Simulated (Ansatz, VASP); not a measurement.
## Te in VASP and in Ansatz

INCAR

```
PREC     = Accurate       # precision mode
ENCUT    = 520            # plane-wave cutoff, eV
EDIFF    = 1E-6           # SCF threshold, eV
ISMEAR   = 0              # smearing method
SIGMA    = 0.1            # smearing width, eV
LREAL    = False          # projectors in reciprocal space
LASPH    = True           # aspherical terms in the spheres
NELM     = 60             # most SCF steps
ALGO     = Normal         # electronic algorithm
ISIF     = 2              # what is computed and relaxed
LWAVE    = False          # write WAVECAR
LCHARG   = True           # write CHGCAR
GGA      = PE             # functional
LELF     = True           # ELF
LVHAR    = True         
NBANDS   = 9              # bands
```

File KPOINTS:

```
regular mesh
0
Gamma
  15 15 15
```

File POSCAR:

```
Te
1.0
    2.3065269369      1.3316739479      1.6406816503
   -2.3065269369      1.3316739479      1.6406816503
    0.0000000000     -2.6633478957      1.6406816503
Te
1
Direct
    0.5000000000      0.5000000000      0.5000000000
```

Input for Ansatz:

```yaml
crystal:
  lattice:
    - [2.3065269369, 1.3316739479, 1.6406816503]
    - [-2.3065269369, 1.3316739479, 1.6406816503]
    - [0.0, -2.6633478957, 1.6406816503]
  atoms:
    - { symbol: Te, position: [0.5, 0.5, 0.5] }
basis:
  ecutwfc: 420
kpoints:
  mp_grid: { grid: [15, 15, 15] }
hamiltonian:
  xc: pbe
scf:
  occupations: { method: gaussian, width: 0.1 }
output:
  forces: true
  stress: true
  eigenvalues: true
  populations: true
```

Alike in both runs: task single point; functional PBE; k mesh 15 × 15 × 15; occupations gaussian, width 0.1 eV; no spin polarisation.

|  | VASP | Ansatz |
| --- | --- | --- |
| version | VASP 6.6.1 | Ansatz 0.2.0 |
| potentials or method | VASP PAW PBE potentials, release 64 (Te), cutoff 520 eV | scalar-relativistic, plane waves, PAW |
| valence electrons in the cell | 6 | 16 |

|  | VASP | Ansatz | Ansatz less VASP |
| --- | --- | --- | --- |
| gap on the k mesh at the Fermi level (eV) | none | none | - |
| pressure (GPa) | 3.9 | 4.0 | +0.03 |
| traceless stress, the component that is largest in VASP (GPa) | -0.23 | -0.22 | +0.008 |

A gap of «none» marks a metal or a gap that the smearing closes. The functional is the same, so the differences come from potentials, cutoffs and numerics. VASP's potentials hold 6 valence electrons a cell and Ansatz's 16, so a difference there can come from the potentials and not from the codes.

Spin-orbit coupling is off throughout.
